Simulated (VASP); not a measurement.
# CaF2 (Fm-3m) in VASP: a series of runs

The runs below take CaF2 through elastic constants, with r2SCAN.

Program: VASP 6.6.1. These are calculated values, not measurements. Logs are shortened: lines on timing, memory, paths and dates and some standing lists are left out, and cuts for length are marked.

### 1 The cell of the first run

Symmetry: Fm-3m, No. 225, cubic system. Conventional cell: a = 5.366 Å, b = 5.366 Å, c = 5.366 Å, α = 90.00°, β = 90.00°, γ = 90.00°. Ca (site symmetry m-3m) has 8 F at 2.32 Å within 3.1 Å. Within 3.1 Å of F (site symmetry -43m) lie 4 Ca at 2.32 Å and 6 F at 2.68 Å.

### 2 Elastic constants, r2SCAN

Contents of INCAR:

```
PREC = Accurate
ENCUT = 660
EDIFF = 1E-8
ISMEAR = 0
SIGMA = 0.01
LREAL = False
LASPH = True
NELM = 120
ALGO = Normal
ISIF = 3
LWAVE = False
LCHARG = False
METAGGA = R2SCAN
LMIXTAU = True
NBANDS = 19
IBRION = 6
NFREE = 2
POTIM = 0.015
NSW = 1
GGA_COMPAT = False
KPAR = 4
```

Contents of KPOINTS:

```
regular mesh
0
Gamma
  8 8 8
```

Contents of POSCAR:

```
CaF2
1.0
    0.0000000000      2.6829050173      2.6829050173
    2.6829050173      0.0000000000      2.6829050173
    2.6829050173      2.6829050173      0.0000000000
Ca F
1 2
Direct
    0.0000000000      0.0000000000      0.0000000000
    0.2500000000      0.2500000000      0.2500000000
    0.7500000000      0.7500000000      0.7500000000
```

Potentials or basis: VASP PAW PBE potentials, release 64 (Ca_sv, F).

On the command line:

```sh
$ cat potpaw_PBE.64/Ca_sv/POTCAR potpaw_PBE.64/F/POTCAR > POTCAR
$ mpirun -np 4 vasp_std > vasp.out
```

OUTCAR:

```text
PREC = Accurate
   ENCUT = 660
   EDIFF = 1E-8
   ISMEAR = 0
   LREAL = False
   LASPH = True
   NELM = 120
   ISIF = 3
   METAGGA = R2SCAN
   IBRION = 6
   NFREE = 2
   POTIM = 0.015
   NSW = 1

 ion  position               nearest neighbor table
   1  0.000  0.000  0.000-   2 2.32   3 2.32   3 2.32   3 2.32   3 2.32   2 2.32   2 2.32   2 2.32

   2  0.250  0.250  0.250-   1 2.32   1 2.32   1 2.32   1 2.32
   3  0.750  0.750  0.750-   1 2.32   1 2.32   1 2.32   1 2.32

  LATTYP: Found a face centered cubic cell.
 ALAT       =     5.3658100346

  Lattice vectors:

 A1 = (   0.0000000000,   2.6829050173,   2.6829050173)
 A2 = (   2.6829050173,   0.0000000000,   2.6829050173)
 A3 = (   2.6829050173,   2.6829050173,   0.0000000000)

Analysis of symmetry for initial positions (statically):
=====================================================================
 Subroutine PRICEL returns:
 Original cell was already a primitive cell.

 Routine SETGRP: Setting up the symmetry group for a
 face centered cubic supercell.

 Subroutine GETGRP returns: Found 48 space group operations
 (whereof 48 operations were pure point group operations)
 out of a pool of 48 trial point group operations.

The static configuration has the point symmetry O_h .

Analysis of symmetry for dynamics (positions and initial velocities):
=====================================================================
 Subroutine PRICEL returns:
 Original cell was already a primitive cell.

 Routine SETGRP: Setting up the symmetry group for a
 face centered cubic supercell.

 Subroutine GETGRP returns: Found 48 space group operations
 (whereof 48 operations were pure point group operations)
 out of a pool of 48 trial point group operations.

The dynamic configuration has the point symmetry O_h .

 Subroutine INISYM returns: Found 48 space group operations
 (whereof 48 operations are pure point group operations),
 and found     1 'primitive' translations

----------------------------------------------------------------------------------------

                                     Primitive cell

  volume of cell :      38.6230

  direct lattice vectors                    reciprocal lattice vectors
     0.000000000  2.682905017  2.682905017    -0.186365151  0.186365151  0.186365151
     2.682905017  0.000000000  2.682905017     0.186365151 -0.186365151  0.186365151
     2.682905017  2.682905017  0.000000000     0.186365151  0.186365151 -0.186365151

  length of vectors
     3.794200662  3.794200662  3.794200662     0.322793911  0.322793911  0.322793911

  position of ions in fractional coordinates (direct lattice)
     0.000000000  0.000000000  0.000000000
     0.250000000  0.250000000  0.250000000
     0.750000000  0.750000000  0.750000000

  ion indices of the primitive-cell ions
   primitive index   ion index
                 1           1
                 2           2
                 3           3

----------------------------------------------------------------------------------------

 KPOINTS: regular mesh

[... 109 lines left out ...]

 Free energy of the ion-electron system (eV)
  ---------------------------------------------------
  ext. energy  EPLUGINS =         0.00000000
  ---------------------------------------------------
  free energy    TOTEN  =       -25.92949580 eV

  energy without entropy =      -25.92949580  energy(sigma->0) =      -25.92949580

------------------------ aborting loop because EDIFF is reached ----------------------------------------

  FORCE on cell =-STRESS in cart. coord.  units (eV):
  Direction    XX          YY          ZZ          XY          YZ          ZX
  --------------------------------------------------------------------------------------
  -------------------------------------------------------------------------------------
  Total        1.0992605      1.0992605      1.0992605      0.0000000     -0.0000000      0.0000000
  in kB       45.6000502     45.6000502     45.6000502      0.0000000     -0.0000000      0.0000000
  external PRESSURE =      45.6000502 kB  Pullay stress =       0.0000000 kB
[... 92 lines left out ...]
  FREE ENERGIE OF THE ION-ELECTRON SYSTEM (eV)
  ---------------------------------------------------
  free  energy   TOTEN  =       -25.9075493491 eV

  energy  without entropy=      -25.9075493491  energy(sigma->0) =      -25.90754935

[... ionic steps 4 to 14 ...]

--------------------------------------- Ionic step       15  -------------------------------------------

 number of electron      23.9999995 magnetization

------------------------ aborting loop because EDIFF is reached ----------------------------------------
[... 69 lines left out ...]
--------------------------------------- Ionic step       17  -------------------------------------------

 number of electron      23.9999995 magnetization

 Free energy of the ion-electron system (eV)
  ---------------------------------------------------
  ext. energy  EPLUGINS =         0.00000000
  ---------------------------------------------------
  free energy    TOTEN  =       -25.92882847 eV

  energy without entropy =      -25.92882847  energy(sigma->0) =      -25.92882847

 E-fermi :  -1.1752     XC(G=0): -10.5334

 val. band max:       -1.2566009722   @ k =   0.0000   0.5000   0.5000
 cond. band min:       7.0153931652   @ k =   0.0000   0.0000   0.0000
 fundamental gap:      8.2719941374
 Fermi energy:        -1.1752240687

 k-point     1 :       0.0000    0.0000    0.0000
  band No.  band energies     occupation
      1     -38.2435      2.00000
      2     -22.4525      2.00000
      3     -21.6223      2.00000
      4     -18.3059      2.00000
      5     -18.3054      2.00000
      6     -18.3051      2.00000
[... 505 lines left out ...]
      6     -17.9269      2.00000
[... 11 lines left out ...]
     18      12.3308      0.00000
     19      14.7111      0.00000

 [... further k-points ...]

------------------------ aborting loop because EDIFF is reached ----------------------------------------

  FORCE on cell =-STRESS in cart. coord.  units (eV):
  Direction    XX          YY          ZZ          XY          YZ          ZX
  --------------------------------------------------------------------------------------
  -------------------------------------------------------------------------------------
  Total        1.1021226      1.1009393      1.1009393      0.0000000      0.0648971      0.0000000
  in kB       45.7187764     45.6696898     45.6696898      0.0000000      2.6920926      0.0000000
  external PRESSURE =      45.6860520 kB  Pullay stress =       0.0000000 kB
[... 18 lines left out ...]
  FREE ENERGIE OF THE ION-ELECTRON SYSTEM (eV)
  ---------------------------------------------------
  free  energy   TOTEN  =       -25.9288284721 eV

  energy  without entropy=      -25.9288284721  energy(sigma->0) =      -25.92882847

 INTERNAL STRAIN TENSORS FROM STRAINED CELLS
 ============================================

 INTERNAL STRAIN TENSOR FOR ION    1 for displacements in x,y,z  (eV/Angst):
          X           Y           Z          XY          YZ          ZX
  --------------------------------------------------------------------------------
  x     0.00000     0.00000     0.00000     0.00000    -0.00000    -0.00000
  y     0.00000     0.00000    -0.00000    -0.00000     0.00000     0.00000
  z    -0.00000     0.00000    -0.00000    -0.00000    -0.00000     0.00000

 INTERNAL STRAIN TENSORS FROM DISPLACED ATOMS
 ============================================

 INTERNAL STRAIN TENSOR FOR ION    1 for displacements in x,y,z  (eV/Angst):
          X           Y           Z          XY          YZ          ZX
  --------------------------------------------------------------------------------
  x     0.00000     0.00000     0.00000     0.00000     0.00000     0.00000
  y     0.00000     0.00000     0.00000     0.00000     0.00000     0.00000
  z     0.00000     0.00000     0.00000     0.00000     0.00000     0.00000

 INTERNAL STRAIN TENSOR FOR ION    3 for displacements in x,y,z  (eV/Angst):
          X           Y           Z          XY          YZ          ZX
  --------------------------------------------------------------------------------
  x     0.00000     0.00000     0.00000     0.00000     4.32610     0.00000
  y    -0.00000     0.00000    -0.00000     0.00000     0.00000     4.32610
  z     0.00000     0.00000     0.00000     4.32610     0.00000     0.00000

 Eigenvectors and eigenvalues of the dynamical matrix
 ----------------------------------------------------

   1 f  =   10.601155 THz    66.609023 2PiTHz  353.616476 cm-1    43.842836 meV
             X         Y         Z           dx          dy          dz
      0.000000  0.000000  0.000000    -0.000000   -0.000000   -0.000000
      1.341453  1.341453  1.341453     0.450038   -0.540367   -0.073954
      4.024358  4.024358  4.024358    -0.450038    0.540367    0.073954
[... 43 lines left out ...]
   9 f/i=    0.017579 THz     0.110453 2PiTHz    0.586379 cm-1     0.072702 meV
             X         Y         Z           dx          dy          dz
      0.000000  0.000000  0.000000     0.671314    0.254015    0.008919
      1.341453  1.341453  1.341453     0.460412    0.174213    0.006117
      4.024358  4.024358  4.024358     0.460412    0.174213    0.006117

--------------------------------------------------------------------------------------------------------

 ELASTIC MODULI CONTR FROM IONIC RELAXATION (kBar)
 Direction    XX          YY          ZZ          XY          YZ          ZX
 --------------------------------------------------------------------------------
 XX          -0.0000     -0.0000     -0.0000      0.0000     -0.0000      0.0000
 YY          -0.0000     -0.0000     -0.0000      0.0000     -0.0000     -0.0000
 ZZ          -0.0000     -0.0000     -0.0000     -0.0000     -0.0000      0.0000
 XY           0.0000      0.0000     -0.0000   -177.7356      0.0000     -0.0000
 YZ          -0.0000     -0.0000     -0.0000      0.0000   -177.7356      0.0000
 ZX           0.0000     -0.0000      0.0000     -0.0000      0.0000   -177.7356
 --------------------------------------------------------------------------------

 TOTAL ELASTIC MODULI (kBar)
 Direction    XX          YY          ZZ          XY          YZ          ZX
 --------------------------------------------------------------------------------
 XX        1923.6804    643.2967    643.2967     -0.0000      0.0000     -0.0000
 YY         643.2967   1923.6804    643.2967     -0.0000     -0.0000     -0.0000
 ZZ         643.2967    643.2967   1923.6804      0.0000      0.0000      0.0000
 XY          -0.0000     -0.0000      0.0000    409.2961      0.0000     -0.0000
 YZ           0.0000     -0.0000      0.0000      0.0000    409.2961      0.0000
 ZX          -0.0000     -0.0000      0.0000     -0.0000      0.0000    409.2961
 --------------------------------------------------------------------------------
```

It took 18 min on 4 MPI ranks of Intel Xeon Platinum 8259CL at 2.50GHz (Skylake/Cascade Lake), shared host; peak memory 0.4 GiB.

What came out:

| Property | Result |
| --- | --- |
| Elastic constants C11, C12, C44 | 192, 64, 41 GPa |
| Voigt bulk modulus | 107 GPa |
| Highest phonon frequency at Γ, LO-TO splitting left out | 354 cm⁻¹ |

Phonon frequencies in cm⁻¹ (negative: imaginary):
| q point | frequencies |
| --- | --- |
| (0.000, 0.000, 0.000) | -1 -1 -1 303 303 303 354 354 354 |

Elastic tensor in Voigt notation (GPa, in the Cartesian axes of the cell as first typed):
```
192  64  64   0   0   0
 64 192  64   0   0   0
 64  64 192   0   0   0
  0   0   0  41   0   0
  0   0   0   0  41   0
  0   0   0   0   0  41
```

Clamped-ion elastic tensor (GPa):
```
192  64  64   0   0   0
 64 192  64   0   0   0
 64  64 192   0   0   0
  0   0   0  59   0   0
  0   0   0   0  59   0
  0   0   0   0   0  59
```

Caveat: the cell is under stress, which shifts elastic constants; the PAW data sets were made with another functional, which shifts forces and pressure a little.

### 3 Elastic constants, r2SCAN

This run uses another cell than the first one, of 11.82 Å³/atom.

Contents of INCAR:

```
PREC = Accurate ; ENCUT = 660
EDIFF = 1E-8 ; ISMEAR = 0
SIGMA = 0.01 ; LREAL = F
LASPH = T ; NELM = 120
ALGO = Normal ; ISIF = 3
LWAVE = F ; LCHARG = F
METAGGA = R2SCAN ; LMIXTAU = T
NBANDS = 19 ; IBRION = 6
NFREE = 2 ; POTIM = 0.015
NSW = 1 ; GGA_COMPAT = F
KPAR = 4
```

Contents of KPOINTS:

```
Automatic mesh
0
Gamma
  8 8 8
```

Contents of POSCAR:

```
CaF2
1.0
    0.0000000000      2.6076524926      2.6076524926
    2.6076524926      0.0000000000      2.6076524926
    2.6076524926      2.6076524926      0.0000000000
Ca F
1 2
Direct
    0.0000000000      0.0000000000      0.0000000000
    0.2500000000      0.2500000000      0.2500000000
    0.7500000000      0.7500000000      0.7500000000
```

Potentials or basis: VASP PAW PBE potentials, release 64 (Ca_sv, F).

On the command line:

```sh
$ cat potpaw_PBE.64/Ca_sv/POTCAR potpaw_PBE.64/F/POTCAR > POTCAR
$ mpirun -np 4 vasp_std > vasp.out
```

OUTCAR:

```text
PREC = Accurate
   ENCUT = 660
   EDIFF = 1E-8
   ISMEAR = 0
   LREAL = F
   LASPH = T
   NELM = 120
   ISIF = 3
   METAGGA = R2SCAN
   IBRION = 6
   NFREE = 2
   POTIM = 0.015
   NSW = 1

 ion  position               nearest neighbor table
   1  0.000  0.000  0.000-   2 2.26   3 2.26   3 2.26   3 2.26   3 2.26   2 2.26   2 2.26   2 2.26

   2  0.250  0.250  0.250-   1 2.26   1 2.26   1 2.26   1 2.26
   3  0.750  0.750  0.750-   1 2.26   1 2.26   1 2.26   1 2.26
[... 988 lines left out ...]
      3.911479  3.911479  3.911479    -0.454818    0.540393    0.033407
[... 43 lines left out ...]
   9 f/i=    0.009104 THz     0.057203 2PiTHz    0.303681 cm-1     0.037652 meV
             X         Y         Z           dx          dy          dz
      0.000000  0.000000  0.000000    -0.069012    0.132138    0.700199
      1.303826  1.303826  1.303826    -0.047593    0.091128    0.482887
      3.911479  3.911479  3.911479    -0.047593    0.091128    0.482887

--------------------------------------------------------------------------------------------------------

 ELASTIC MODULI CONTR FROM IONIC RELAXATION (kBar)
 Direction    XX          YY          ZZ          XY          YZ          ZX
 --------------------------------------------------------------------------------
 XX          -0.0000      0.0000      0.0000      0.0000      0.0000      0.0000
 YY           0.0000     -0.0000     -0.0000     -0.0000     -0.0000      0.0000
 ZZ           0.0000     -0.0000     -0.0000      0.0000     -0.0000      0.0000
 XY           0.0000     -0.0000      0.0000   -383.3085     -0.0000     -0.0000
 YZ           0.0000     -0.0000     -0.0000     -0.0000   -383.3085      0.0000
 ZX           0.0000      0.0000      0.0000     -0.0000      0.0000   -383.3085
 --------------------------------------------------------------------------------

 TOTAL ELASTIC MODULI (kBar)
 Direction    XX          YY          ZZ          XY          YZ          ZX
 --------------------------------------------------------------------------------
 XX        2361.7267    969.3020    969.3020      0.0000      0.0000      0.0000
 YY         969.3020   2361.7267    969.3020      0.0000      0.0000      0.0000
 ZZ         969.3020    969.3020   2361.7267      0.0000     -0.0000     -0.0000
 XY           0.0000      0.0000      0.0000    476.5953     -0.0000     -0.0000
 YZ           0.0000      0.0000     -0.0000     -0.0000    476.5953      0.0000
 ZX           0.0000      0.0000     -0.0000     -0.0000      0.0000    476.5953
 --------------------------------------------------------------------------------
```

OSZICAR:

```text
N       E                     dE             d eps       ncg     rms          rms(c)
DAV:   1     0.239863027422E+03    0.23986E+03   -0.16022E+04  1102   0.161E+03
DAV:   2    -0.198998533761E+02   -0.25976E+03   -0.24909E+03  1302   0.402E+02
DAV:   3    -0.331017026279E+02   -0.13202E+02   -0.13137E+02  1252   0.955E+01
[... 280 lines left out ...]
DAV:   9    -0.257229328736E+02   -0.50599E-05   -0.20958E-06  3673   0.167E-02    0.687E-04
DAV:  10    -0.257229331144E+02   -0.24073E-06   -0.41044E-07  3775   0.685E-03    0.640E-04
DAV:  11    -0.257229332009E+02   -0.86542E-07   -0.79514E-08  3853   0.343E-03    0.284E-04
DAV:  12    -0.257229332187E+02   -0.17768E-07   -0.27389E-08  3740   0.206E-03    0.220E-04
DAV:  13    -0.257229332342E+02   -0.15527E-07   -0.12400E-08  2922   0.148E-03    0.109E-04
DAV:  14    -0.257229332336E+02    0.59208E-09   -0.12435E-09  2111   0.350E-04
  17 F= -.25722933E+02 E0= -.25722933E+02  d E =-.131429E-17
```

stdout:

```text
POSCAR found type information on POSCAR CaF
 POSCAR found :  2 types and       3 ions
 scaLAPACK will be used
 -----------------------------------------------------------------------------
|                                                                             |
|                                                                             |
|     You enforced a specific xc type in the INCAR file but a different       |
|     I HOPE YOU KNOW WHAT YOU ARE DOING!                                     |
[... 32 lines left out ...]
 Finite differences progress:
 bond charge predicted
 Finite differences progress:
 bond charge predicted
 Finite differences progress:
 bond charge predicted
 Finite differences progress:
 bond charge predicted
 Finite differences progress:
 bond charge predicted
 Finite differences progress:
 bond charge predicted
 Finite differences progress:
```

Wall time 27 min (4 MPI ranks of Intel Xeon Platinum 8259CL at 2.50GHz (Skylake/Cascade Lake), shared host); peak memory 0.37 GiB.

What came out:

```
Elastic constants C11, C12, C44                         : 236, 97, 48 GPa
Voigt bulk modulus                                      : 143 GPa
Highest phonon frequency at Γ, LO-TO splitting left out : 404 cm⁻¹
```

Phonon frequencies in cm⁻¹ (negative: imaginary):
| q point | frequencies |
| --- | --- |
| (0.000, 0.000, 0.000) | 0 0 0 365 365 365 404 404 404 |

Elastic tensor in Voigt notation (GPa, in the Cartesian axes of the cell as first typed):
```
236  97  97   0   0   0
 97 236  97   0   0   0
 97  97 236   0   0   0
  0   0   0  48   0   0
  0   0   0   0  48   0
  0   0   0   0   0  48
```

Clamped-ion elastic tensor (GPa):
```
236  97  97   0   0   0
 97 236  97   0   0   0
 97  97 236   0   0   0
  0   0   0  86   0   0
  0   0   0   0  86   0
  0   0   0   0   0  86
```

Caveat: the cell is under stress, which shifts elastic constants; the PAW data sets were made with another functional, which shifts forces and pressure a little.
